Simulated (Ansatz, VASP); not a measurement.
# One calculation of ZnCu, two programs

The input INCAR:

```
PREC = Accurate ; ENCUT = 520
EDIFF = 1E-7 ; ISMEAR = 0
SIGMA = 0.15 ; LREAL = F
LASPH = T ; NELM = 100
ALGO = Fast ; ISIF = 2
LWAVE = F ; LCHARG = F
GGA = PE ; NBANDS = 18
```

The input KPOINTS:

```
regular mesh
0
Gamma
  16 16 16
```

File POSCAR:

```
ZnCu
1.0
    2.9450000000      0.0000000000      0.0000000000
    0.0000000000      2.9450000000      0.0000000000
    0.0000000000      0.0000000000      2.9450000000
Zn Cu
1 1
Direct
    0.5169779287      0.5000000000      0.5000000000
    0.0000000000      0.0000000000      0.0000000000
```

Input for Ansatz:

```yaml
crystal:
  lattice:
    - [2.945, 0.0, 0.0]
    - [0.0, 2.945, 0.0]
    - [0.0, 0.0, 2.945]
  atoms:
    - { symbol: Zn, position: [0.5169779287, 0.5, 0.5] }
    - { symbol: Cu, position: [0.0, 0.0, 0.0] }
basis:
  ecutwfc: 420
kpoints:
  mp_grid: { grid: [16, 16, 16] }
hamiltonian:
  xc: pbe
scf:
  occupations: { method: gaussian, width: 0.15 }
output:
  forces: true
  stress: true
  eigenvalues: true
  write_density: true
  write_potential: true
  elf: true
  volumetric_format: npy
```

Change from the starting cell: all Zn atoms moved -0.050 Å, as atom 1 towards its neighbour atom 1 (Zn) at 2.945 Å.

Alike in both runs: task single point; functional PBE; k mesh 16 × 16 × 16; occupations gaussian, width 0.15 eV; no spin polarisation.

```csv
,VASP,Ansatz
version,VASP 6.6.1,Ansatz 0.2.0
potentials or method,"VASP PAW PBE potentials, release 64 (Zn, Cu), cutoff 520 eV","scalar-relativistic, plane waves, PAW"
valence electrons in the cell,23,31
```

Ansatz gave:

| Property | Result |
| --- | --- |
| gap on the k mesh at the Fermi level (eV) | none |
| pressure (GPa) | 2.4 |
| traceless stress, the component that is largest in VASP (GPa) | -0.09 |
| rms of the force components (eV/Å) | 0.139 |

Problem. What did VASP give for the same quantities?

Solution. gap on the k mesh at the Fermi level (eV): none; pressure (GPa): 3.0; traceless stress, the component that is largest in VASP (GPa): -0.10; rms of the force components (eV/Å): 0.141.

Atom by atom the forces differ by 0.002 eV/Å (rms over components). A gap of «none» marks a metal or a gap that the smearing closes. The functional is the same, so the differences come from potentials, cutoffs and numerics. VASP's potentials hold 23 valence electrons a cell and Ansatz's 31, so a difference there can come from the potentials and not from the codes.
